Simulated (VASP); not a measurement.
Here is a VASP 6.6.1 calculation.

INCAR

```
SYSTEM = NbH2
ALGO = Normal
EDIFF = 1E-6
ENCUT = 520
GGA = PS
ISIF = 2
ISMEAR = -1
LASPH = .TRUE.
LCHARG = .FALSE.
LREAL = .FALSE.
LWAVE = .FALSE.
NBANDS = 14
NELM = 60
PREC = Accurate
SIGMA = 0.02
```

KPOINTS

```
k-points
0
G
  13 13 13
  0 0 0
```

The input POSCAR:

```
NbH2
1.0
   -0.0228150000      2.2815000000      2.2815000000
    2.2815000000     -0.0228150000      2.2815000000
    2.2586850000      2.2586850000      0.0000000000
Nb H
1 2
Direct
    0.0000000000      0.0000000000      0.0000000000
    0.2500000000      0.2500000000      0.2500000000
    0.7500000000      0.7500000000      0.7500000000
```

Potentials or basis: VASP PAW PBE potentials, release 64 (Nb_sv, H).

The run is started by

```sh
$ cat potpaw_PBE.64/Nb_sv/POTCAR potpaw_PBE.64/H/POTCAR > POTCAR
$ mpirun -np 1 vasp_std > vasp.out
```

Question: What does it give for the pressure?

Answer: -5.7 GPa.

Question: Estimate the band gap on the k mesh.

Answer: Zero (an odd number of electrons rules out a gap without spin polarisation).

Question: What does it give for the largest force?

Answer: 0.088 eV/Å.

Stress tensor (GPa, compression positive):
```
-5.81  2.37  0.00
 2.37 -5.81  0.00
 0.00  0.00 -5.62
```

Caveat: the cell stands under tension; the PAW data sets were made with another functional, which shifts forces and pressure a little.
